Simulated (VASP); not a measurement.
# Ti (P6_3/mmc) in VASP: further runs

Runs on Ti. Level: PBE. Tasks: single point.

Everything below comes from runs of VASP 6.6.1. Logs are shortened: lines on timing, memory, paths and dates and some standing lists are left out, and cuts for length are marked.

**1. The cell of the first run**

It takes space group P6_3/mmc (No. 194, hexagonal). Conventional cell: a = 3.102 Å, b = 3.102 Å, c = 4.173 Å, α = 90.00°, β = 90.00°, γ = 120.00°. Ti (site symmetry -6m2) has 12 Ti at 2.75 to 3.10 Å within 3.6 Å.

**2. Single point, PBE**

Input file INCAR:

```
SYSTEM = Ti
PREC     = Accurate       ! precision mode
ENCUT    = 520            ! plane-wave cutoff, eV
EDIFF    = 1E-6           ! SCF threshold, eV
ISMEAR   = 0              ! smearing method
SIGMA    = 0.15           ! smearing width, eV
LREAL    = .False.        ! projectors in reciprocal space
LASPH    = .True.         ! aspherical terms in the spheres
NELM     = 60             ! most SCF steps
ALGO     = Fast           ! electronic algorithm
ISIF     = 2              ! what is computed and relaxed
LWAVE    = .False.        ! write WAVECAR
LCHARG   = .False.        ! write CHGCAR
GGA      = PE             ! functional
NBANDS   = 19             ! bands
```

Input file KPOINTS:

```
regular mesh
0
Gamma
  24 24 14
  0 0 0
```

Input file POSCAR:

```
Ti
1.0
    3.1020337703      0.0000000000      0.0000000000
   -1.5510168852      2.6864400485      0.0000000000
    0.0000000000      0.0000000000      4.1730934878
Ti
2
Direct
    0.3333333333      0.6666666667      0.2500000000
    0.6666666667      0.3333333333      0.7500000000
```

Potentials or basis: VASP PAW PBE potentials, release 64 (Ti_sv).

Command:

```console
$ cat potpaw_PBE.64/Ti_sv/POTCAR > POTCAR
$ mpirun -np 1 vasp_std > vasp.out
```

OUTCAR:

```text
SYSTEM = Ti
   PREC = Accurate
   ENCUT = 520
   EDIFF = 1E-6
   ISMEAR = 0
   LREAL = .False.
   LASPH = .True.
   NELM = 60
   ISIF = 2
   GGA = PE

 ion  position               nearest neighbor table
   1  0.333  0.667  0.250-   2 2.75   2 2.75   2 2.75   2 2.75   2 2.75   2 2.75
   2  0.667  0.333  0.750-   1 2.75   1 2.75   1 2.75   1 2.75   1 2.75   1 2.75

  LATTYP: Found a hexagonal cell.
 ALAT       =     3.1020337703
 C/A-ratio  =     1.3452766143

  Lattice vectors:

 A1 = (   3.1020337703,   0.0000000000,   0.0000000000)
 A2 = (  -1.5510168852,   2.6864400485,   0.0000000000)
 A3 = (   0.0000000000,   0.0000000000,   4.1730934878)

Analysis of symmetry for initial positions (statically):
=====================================================================
 Subroutine PRICEL returns:
 Original cell was already a primitive cell.

 Routine SETGRP: Setting up the symmetry group for a
 hexagonal supercell.

 Subroutine GETGRP returns: Found 24 space group operations
 (whereof 12 operations were pure point group operations)
 out of a pool of 24 trial point group operations.

The static configuration has the point symmetry D_3d.
 The point group associated with its full space group is D_6h.

Analysis of symmetry for dynamics (positions and initial velocities):
=====================================================================
 Subroutine PRICEL returns:
 Original cell was already a primitive cell.

 Routine SETGRP: Setting up the symmetry group for a
 hexagonal supercell.

 Subroutine GETGRP returns: Found 24 space group operations
 (whereof 12 operations were pure point group operations)
 out of a pool of 24 trial point group operations.

The dynamic configuration has the point symmetry D_3d.
 The point group associated with its full space group is D_6h.

 Subroutine INISYM returns: Found 24 space group operations
 (whereof 12 operations are pure point group operations),
 and found     1 'primitive' translations

----------------------------------------------------------------------------------------

                                     Primitive cell

  volume of cell :      34.7762

  direct lattice vectors                    reciprocal lattice vectors
     3.102033770  0.000000000  0.000000000     0.322369153  0.186119917  0.000000000
    -1.551016885  2.686440049  0.000000000     0.000000000  0.372239835  0.000000000
     0.000000000  0.000000000  4.173093488     0.000000000  0.000000000  0.239630385

  length of vectors
[... 75 lines left out ...]
   ICHARG =      2    charge: 1-file 2-atom 10-const
   ISPIN  =      1    spin polarized calculation?
   LNONCOLLINEAR =      F non collinear calculations
   LSORBIT =      F    spin-orbit coupling
   LASPH  =      T    aspherical Exc in radial PAW
   ENCUT  =  520.0 eV  38.22 Ry    6.18 a.u.   5.77  5.77  7.76*2*pi/ulx,y,z
   NELM   =     60;   NELMIN=  2; NELMDL= -5     # of ELM steps
   EDIFF  = 0.1E-05   stopping-criterion for ELM
   LREAL  =      F    real-space projection
   EDIFFG = 0.1E-04   stopping-criterion for IOM
   NSW    =      0    number of steps for IOM
   IBRION =     -1    ionic relax: 0-MD 1-quasi-New 2-CG
   NFREE  =      0    steps in history (QN), initial steepest desc. (CG)
   ISIF   =      2    stress and relaxation
   ISYM   =      2    0-nonsym 1-usesym 2-fastsym
   POTIM  = 0.5000    time-step for ionic-motion
   TEBEG  =    0.0;   TEEND  =   0.0 temperature during run
   PSTRESS=    0.0 pullay stress
   NELECT =      24.0000    total number of electrons
   NUPDOWN=      -1.0000    fix difference up-down
   EMIN   =  10.00;   EMAX   =-10.00  energy-range for DOS
   EFERMI =   0.00;   METHOD = LEGACY
   ISMEAR =     0;   SIGMA  =   0.15  broadening in eV -4-tet -1-fermi 0-gaus
   EFERMI_NEDOS =   21; number of points for ismear=-14 and -15
   IALGO  =     68    algorithm
   IMIX   =      4    mixing-type and parameters
     AMIX     =   0.40;   BMIX     =  1.00
     AMIX_MAG =   1.60;   BMIX_MAG =  1.00
  volume/ion in A,a.u.               =      17.39       117.34
  Fermi-wavevector in a.u.,A,eV,Ry     =   1.446721  2.733905 28.476998  2.093000
  Thomas-Fermi vector in A             =   2.564757
   LORBIT       =      0    0 simple, 1 ext, 2 COOP (PROOUT), +10 PAW based schemes
   GGA     = PE    functional components
   LHFCALC =     F    Hartree Fock is set to
   AEXX    =    0.0000 exact exchange contribution
   IVDW    =     0    specifies the selected vdW correction
   LEPSILON=     F    determine dielectric tensor
   LRPA    =     F    only Hartree local field effects (RPA)
 non-spin polarized calculation
 RMM-DIIS sequential band-by-band and
 Gauss-broadening in eV      SIGMA  =   0.15
  energy-cutoff  :      520.00
  volume of cell :       34.78
 maximum number of plane-waves:       953
 NGX is ok and might be reduce to    24

 number of electron      23.9999995 magnetization

 Free energy of the ion-electron system (eV)
  ---------------------------------------------------
  ext. energy  EPLUGINS =         0.00000000
  ---------------------------------------------------
  free energy    TOTEN  =       -15.49794151 eV

  energy without entropy =      -15.47178650  energy(sigma->0) =      -15.48486400

 E-fermi :   8.2542     XC(G=0): -11.4763

 val. band max:        8.2524660322   @ k =   0.3750   0.1667   0.4286
 cond. band min:       8.2544723619   @ k =   0.0417   0.0417   0.2857
 fundamental gap:      0.0020063297
 Fermi energy:         8.2541546776

 k-point     1 :       0.0000    0.0000    0.0000
  band No.  band energies     occupation
      1     -48.5864      2.00000
      2     -48.3579      2.00000
      3     -25.2569      2.00000
      4     -24.6471      2.00000
      5     -24.6471      2.00000
      6     -24.4338      2.00000
[... 505 lines left out ...]
      6     -24.7132      2.00000
[... 11 lines left out ...]
     18      12.2278      0.00000
     19      12.3283      0.00000

 [... further k-points ...]
[... 5 lines left out ...]
  --------------------------------------------------------------------------------------
  -------------------------------------------------------------------------------------
  Total       -0.8759011     -0.8759011      2.1410172      0.0000000      0.0000000      0.0000000
  in kB      -40.3537460    -40.3537460     98.6390673      0.0000000      0.0000000      0.0000000
  external PRESSURE =       5.9771918 kB  Pullay stress =       0.0000000 kB

 VOLUME and BASIS-vectors are now :
 -----------------------------------------------------------------------------
  energy-cutoff  :      520.00
  volume of cell :       34.78
      direct lattice vectors                 reciprocal lattice vectors
     3.102033770  0.000000000  0.000000000     0.322369153  0.186119917  0.000000000
    -1.551016885  2.686440049  0.000000000     0.000000000  0.372239835  0.000000000
     0.000000000  0.000000000  4.173093488     0.000000000  0.000000000  0.239630385

 POSITION                                       TOTAL-FORCE (eV/Angst)
 -----------------------------------------------------------------------------------
     -0.00000      1.79096      1.04327        -0.000000     -0.000000      0.000000
      1.55102      0.89548      3.12982         0.000000      0.000000      0.000000
 -----------------------------------------------------------------------------------
    total drift:                               -0.000000      0.000000     -0.000000

  FREE ENERGIE OF THE ION-ELECTRON SYSTEM (eV)
  ---------------------------------------------------
  free  energy   TOTEN  =       -15.4979415102 eV

  energy  without entropy=      -15.4717864975  energy(sigma->0) =      -15.48486400
```

Wall time 5 min (1 thread of Intel Xeon 6975P-C (Granite Rapids), shared host); peak memory 0.35 GiB.

What came out:

```yaml
Free_energy: -15.4979 eV
Pressure: 0.6 GPa
Band_gap_on_the_k_mesh: zero (bands 12 and 13 overlap by 0.94 eV)
```

Stress tensor (GPa, compression positive):
```
-4.04  0.00  0.00
 0.00 -4.04  0.00
 0.00  0.00  9.86
```

Caveat: the stress differs along the axes, from -4 to 10 GPa.

**3. Single point, PBE**

This run uses another cell than the first one, of the same volume but with other edges.

Input file INCAR:

```
SYSTEM = Ti
ALGO     = Fast           ! electronic algorithm
EDIFF    = 1E-6           ! SCF threshold, eV
ENCUT    = 520            ! plane-wave cutoff, eV
GGA      = PE             ! functional
ISIF     = 2              ! what is computed and relaxed
ISMEAR   = 0              ! smearing method
LASPH    = .TRUE.         ! aspherical terms in the spheres
LCHARG   = .FALSE.        ! write CHGCAR
LREAL    = .FALSE.        ! projectors in reciprocal space
LWAVE    = .FALSE.        ! write WAVECAR
NBANDS   = 19             ! bands
NELM     = 100            ! most SCF steps
PREC     = Accurate       ! precision mode
SIGMA    = 0.15           ! smearing width, eV
```

Input file KPOINTS:

```
k-points
0
G
  24 24 14
  0 0 0
```

Input file POSCAR:

```
Ti
1.0
    2.7651949050      0.0000000000      0.0000000000
   -1.3825974525      2.3947290341      0.0000000000
    0.0000000000      0.0000000000      5.2516969971
Ti
2
Direct
    0.3333333333      0.6666666667      0.2500000000
    0.6666666667      0.3333333333      0.7500000000
```

Potentials or basis: VASP PAW PBE potentials, release 64 (Ti_sv).

Command:

```console
$ cat potpaw_PBE.64/Ti_sv/POTCAR > POTCAR
$ mpirun -np 1 vasp_std > vasp.out
```

OUTCAR:

```text
SYSTEM = Ti
   EDIFF = 1E-6
   ENCUT = 520
   GGA = PE
   ISIF = 2
   ISMEAR = 0
   LASPH = .TRUE.
   LREAL = .FALSE.
   NELM = 100
   PREC = Accurate

 ion  position               nearest neighbor table
   1  0.333  0.667  0.250-
   2  0.667  0.333  0.750-

  LATTYP: Found a hexagonal cell.
 ALAT       =     2.7651949050
 C/A-ratio  =     1.8992140437

  Lattice vectors:

 A1 = (   2.7651949050,   0.0000000000,   0.0000000000)
 A2 = (  -1.3825974525,   2.3947290341,   0.0000000000)
 A3 = (   0.0000000000,   0.0000000000,   5.2516969971)

Analysis of symmetry for initial positions (statically):
=====================================================================
 Subroutine PRICEL returns:
 Original cell was already a primitive cell.

 Routine SETGRP: Setting up the symmetry group for a
 hexagonal supercell.

 Subroutine GETGRP returns: Found 24 space group operations
 (whereof 12 operations were pure point group operations)
 out of a pool of 24 trial point group operations.

The static configuration has the point symmetry D_3d.
 The point group associated with its full space group is D_6h.

Analysis of symmetry for dynamics (positions and initial velocities):
=====================================================================
 Subroutine PRICEL returns:
 Original cell was already a primitive cell.

 Routine SETGRP: Setting up the symmetry group for a
 hexagonal supercell.

 Subroutine GETGRP returns: Found 24 space group operations
 (whereof 12 operations were pure point group operations)
 out of a pool of 24 trial point group operations.

The dynamic configuration has the point symmetry D_3d.
 The point group associated with its full space group is D_6h.

 Subroutine INISYM returns: Found 24 space group operations
 (whereof 12 operations are pure point group operations),
 and found     1 'primitive' translations

----------------------------------------------------------------------------------------

                                     Primitive cell

  volume of cell :      34.7762

  direct lattice vectors                    reciprocal lattice vectors
     2.765194905  0.000000000  0.000000000     0.361638161  0.208791890  0.000000000
    -1.382597452  2.394729034  0.000000000     0.000000000  0.417583779  0.000000000
     0.000000000  0.000000000  5.251696997     0.000000000  0.000000000  0.190414641

  length of vectors
     2.765194905  2.765194905  5.251696997     0.417583779  0.417583779  0.190414641

  position of ions in fractional coordinates (direct lattice)
     0.333333333  0.666666667  0.250000000
     0.666666667  0.333333333  0.750000000

  ion indices of the primitive-cell ions
   primitive index   ion index
                 1           1
                 2           2

----------------------------------------------------------------------------------------

 KPOINTS: k-points

Automatic generation of k-mesh.
 Grid dimensions read from file:
 generate k-points for:   24   24   14

 Generating k-lattice:

  Cartesian coordinates                     Fractional coordinates (reciprocal lattice)
     0.015068257  0.008699662  0.000000000     0.041666667  0.000000000  0.000000000
     0.000000000  0.017399324  0.000000000     0.000000000  0.041666667  0.000000000
     0.000000000  0.000000000  0.013601046     0.000000000  0.000000000  0.071428571

  Length of vectors
     0.017399324  0.017399324  0.013601046

  Shift w.r.t. Gamma in fractional coordinates (k-lattice)
     0.000000000  0.000000000  0.000000000

 Subroutine IBZKPT returns following result:
 ===========================================

 Found    488 irreducible k-points:

 Following reciprocal coordinates:
            Coordinates               Weight
  0.000000  0.000000  0.000000      1.000000
  0.041667  0.000000  0.000000      6.000000
  0.083333  0.000000  0.000000      6.000000
  0.125000  0.000000  0.000000      6.000000
  0.166667  0.000000  0.000000      6.000000
  0.208333  0.000000  0.000000      6.000000
[... 16 lines left out ...]
  0.416667  0.041667  0.000000     12.000000
  0.458333  0.041667  0.000000     12.000000
 [... further k-points ...]
   k-points           NKPTS =    488   k-points in BZ     NKDIM =    488   number of bands    NBANDS=     19
   number of dos      NEDOS =    301   number of ions     NIONS =      2
   total plane-waves  NPLWV =  23040
   dimension x,y,z NGX =    24 NGY =   24 NGZ =   40
   dimension x,y,z NGXF=    48 NGYF=   48 NGZF=   80
   ions per type =               2
   NGX,Y,Z   is equivalent  to a cutoff of  14.43, 14.43, 12.66 a.u.
   NGXF,Y,Z  is equivalent  to a cutoff of  28.86, 28.86, 25.32 a.u.
 SYSTEM =  Ti
   PREC   = accura    normal or accurate (medium, high low for compatibility)
   ISTART =      0    job   : 0-new  1-cont  2-samecut
   ICHARG =      2    charge: 1-file 2-atom 10-const
   ISPIN  =      1    spin polarized calculation?
   LNONCOLLINEAR =      F non collinear calculations
   LSORBIT =      F    spin-orbit coupling
   LASPH  =      T    aspherical Exc in radial PAW
   ENCUT  =  520.0 eV  38.22 Ry    6.18 a.u.   5.14  5.14  9.76*2*pi/ulx,y,z
   NELM   =    100;   NELMIN=  2; NELMDL= -5     # of ELM steps
   EDIFF  = 0.1E-05   stopping-criterion for ELM
   LREAL  =      F    real-space projection
   EDIFFG = 0.1E-04   stopping-criterion for IOM
   NSW    =      0    number of steps for IOM
   IBRION =     -1    ionic relax: 0-MD 1-quasi-New 2-CG
   NFREE  =      0    steps in history (QN), initial steepest desc. (CG)
   ISIF   =      2    stress and relaxation
   ISYM   =      2    0-nonsym 1-usesym 2-fastsym
   POTIM  = 0.5000    time-step for ionic-motion
   TEBEG  =    0.0;   TEEND  =   0.0 temperature during run
   PSTRESS=    0.0 pullay stress
   NELECT =      24.0000    total number of electrons
   NUPDOWN=      -1.0000    fix difference up-down
   EMIN   =  10.00;   EMAX   =-10.00  energy-range for DOS
   EFERMI =   0.00;   METHOD = LEGACY
   ISMEAR =     0;   SIGMA  =   0.15  broadening in eV -4-tet -1-fermi 0-gaus
   EFERMI_NEDOS =   21; number of points for ismear=-14 and -15
   IALGO  =     68    algorithm
   IMIX   =      4    mixing-type and parameters
     AMIX     =   0.40;   BMIX     =  1.00
     AMIX_MAG =   1.60;   BMIX_MAG =  1.00
  volume/ion in A,a.u.               =      17.39       117.34
  Fermi-wavevector in a.u.,A,eV,Ry     =   1.446721  2.733905 28.476998  2.093000
  Thomas-Fermi vector in A             =   2.564757
   LORBIT       =      0    0 simple, 1 ext, 2 COOP (PROOUT), +10 PAW based schemes
   GGA     = PE    functional components
   LHFCALC =     F    Hartree Fock is set to
   AEXX    =    0.0000 exact exchange contribution
   IVDW    =     0    specifies the selected vdW correction
   LEPSILON=     F    determine dielectric tensor
   LRPA    =     F    only Hartree local field effects (RPA)
 non-spin polarized calculation
 RMM-DIIS sequential band-by-band and
 Gauss-broadening in eV      SIGMA  =   0.15
  energy-cutoff  :      520.00
  volume of cell :       34.78
 maximum number of plane-waves:       963
 NGX is ok and might be reduce to    24

 number of electron      23.9999993 magnetization

 Free energy of the ion-electron system (eV)
  ---------------------------------------------------
  ext. energy  EPLUGINS =         0.00000000
  ---------------------------------------------------
  free energy    TOTEN  =       -15.45087460 eV

  energy without entropy =      -15.42281980  energy(sigma->0) =      -15.43684720

 E-fermi :   8.2495     XC(G=0): -11.4647

 val. band max:        8.2473579769   @ k =   0.1250   0.0000   0.1429
 cond. band min:       8.2530806358   @ k =   0.2917   0.2500   0.3571
 fundamental gap:      0.0057226589
 Fermi energy:         8.2494583528

 k-point     1 :       0.0000    0.0000    0.0000
  band No.  band energies     occupation
      1     -48.4403      2.00000
      2     -48.3772      2.00000
      3     -24.8833      2.00000
      4     -24.4364      2.00000
      5     -24.2239      2.00000
      6     -24.2239      2.00000
[... 11 lines left out ...]
     18      10.8565      0.00000
     19      11.6505      0.00000

 k-point     2 :       0.0417    0.0000    0.0000
  band No.  band energies     occupation
      1     -48.4377      2.00000
      2     -48.3751      2.00000
      3     -24.8794      2.00000
      4     -24.4360      2.00000
      5     -24.2380      2.00000
      6     -24.2275      2.00000
[... 476 lines left out ...]
 k-point    24 :       0.4583    0.0417    0.0000
  band No.  band energies     occupation
      1     -48.2748      2.00000
      2     -48.2548      2.00000
      3     -25.0231      2.00000
      4     -24.9651      2.00000
      5     -24.6027      2.00000
      6     -24.4642      2.00000
[... 11 lines left out ...]
     18      12.2765      0.00000
     19      12.8418      0.00000

 [... further k-points ...]
[... 5 lines left out ...]
  --------------------------------------------------------------------------------------
  -------------------------------------------------------------------------------------
  Total        1.0353576      1.0353576     -2.1820372      0.0000000      0.0000000      0.0000000
  in kB       47.7000853     47.7000853   -100.5289017      0.0000000      0.0000000      0.0000000
  external PRESSURE =      -1.7095770 kB  Pullay stress =       0.0000000 kB

 VOLUME and BASIS-vectors are now :
 -----------------------------------------------------------------------------
  energy-cutoff  :      520.00
  volume of cell :       34.78
      direct lattice vectors                 reciprocal lattice vectors
     2.765194905  0.000000000  0.000000000     0.361638161  0.208791890  0.000000000
    -1.382597452  2.394729034  0.000000000     0.000000000  0.417583779  0.000000000
     0.000000000  0.000000000  5.251696997     0.000000000  0.000000000  0.190414641

 POSITION                                       TOTAL-FORCE (eV/Angst)
 -----------------------------------------------------------------------------------
     -0.00000      1.59649      1.31292        -0.000000      0.000000      0.000000
      1.38260      0.79824      3.93877         0.000000     -0.000000      0.000000
 -----------------------------------------------------------------------------------
    total drift:                               -0.000000      0.000000     -0.000000

  FREE ENERGIE OF THE ION-ELECTRON SYSTEM (eV)
  ---------------------------------------------------
  free  energy   TOTEN  =       -15.4508746034 eV

  energy  without entropy=      -15.4228198039  energy(sigma->0) =      -15.43684720
```

It took 5.8 min on 1 thread of Intel Xeon 6975P-C (Granite Rapids), shared host; peak memory 0.37 GiB.

What came out:

```yaml
Free_energy: -15.4509 eV
Pressure: -0.2 GPa
Band_gap_on_the_k_mesh: zero (bands 12 and 13 overlap by 0.30 eV)
```

Caveat: the stress differs along the axes, from -10 to 5 GPa.

(Continued in part 2 of 2.)
